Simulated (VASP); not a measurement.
Here is a VASP 6.6.1 calculation.

The input INCAR:

```
PREC     = Accurate       # precision mode
ENCUT    = 520            # plane-wave cutoff, eV
EDIFF    = 1E-6           # SCF threshold, eV
ISMEAR   = -1             # smearing method
SIGMA    = 0.05           # smearing width, eV
LREAL    = False          # projectors in reciprocal space
LASPH    = True           # aspherical terms in the spheres
NELM     = 100            # most SCF steps
ALGO     = Normal         # electronic algorithm
ISIF     = 2              # what is computed and relaxed
LWAVE    = False          # write WAVECAR
LCHARG   = False          # write CHGCAR
GGA      = PS             # functional
NBANDS   = 36             # bands
```

The input KPOINTS:

```
Automatic mesh
0
Gamma
  3 3 3
```

Contents of POSCAR:

```
Ge
1.0
    0.0000000000      2.8857400000      5.1156650000
    2.6304970000      0.0000000000      5.1156650000
    2.6304970000      2.8857400000      0.0000000000
Ge
4
Direct
    0.7818669997      0.7818669997      0.2181330003
    0.2181330003      0.2181330003      0.7818669997
    0.2735099992      0.7264900008      0.2735099992
    0.7264900008      0.2735099992      0.7264900008
```

Potentials or basis: VASP PAW PBE potentials, release 64 (Ge_d).

Launch:

```bash
$ cat potpaw_PBE.64/Ge_d/POTCAR > POTCAR
$ mpirun -np 1 vasp_std > vasp.out
```

(1) Predict the pressure.

(2) Estimate the band gap on the k mesh.

(3) Estimate the largest force.

Results:

(1) -2.9 GPa.

(2) zero (band 28 reaches 6.58 eV, above the bottom of band 29 at 4.60 eV).

(3) 0.270 eV/Å.

Caveat: the k points lie up to 0.58 Å⁻¹ apart; the PAW data sets were made with another functional, which shifts forces and pressure a little.
